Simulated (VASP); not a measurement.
Runs of VASP 6.6.1 on In. The structure is that of space group Im-3m (No. 229), or close to it. The cells are those of the table. This isn't the form of In at room conditions, which is tetragonal.

```tsv
level	cell	k mesh	smearing	screening parameter	gap on the mesh (eV)	pressure (GPa)
PBE0	a = 3.282 Å, angles 109.5°, 1 atom	6 × 6 × 6	fermi-dirac 0.05 eV	-	none	(a)
PBE0	a = 3.304 Å, angles 109.5°, 1 atom	6 × 6 × 6	fermi-dirac 0.05 eV	-	none	(b)
HSE06	a = 3.304 Å, angles 109.5°, 1 atom	6 × 6 × 6	fermi-dirac 0.05 eV	0.2079 1/Å	none	-2.2
PBE0	a = 3.261 Å, angles 109.5°, 1 atom	6 × 6 × 6	fermi-dirac 0.05 eV	-	none	-0.8
HSE06	a = 3.261 Å, angles 109.5°, 1 atom	7 × 7 × 7	methfessel-paxton 0.05 eV	0.2079 1/Å	none	-0.1
```

Alike in all rows: task single point; potentials or basis VASP PAW PBE potentials, release 64 (In_d); no spin polarisation; cutoff (eV) 520.

Q: Fill in the values left out.

A: (a) -1.5; (b) -2.3.

Caveats: some runs use coarse meshes; the PAW data sets were made with another functional, which shifts forces and pressure a little; spin-orbit coupling is left out, which moves the levels of the heavy elements.

A k mesh can miss the band edges, and the runs leave out spin-orbit coupling on In.

A gap of «none» marks levels without a gap at the run's occupations.
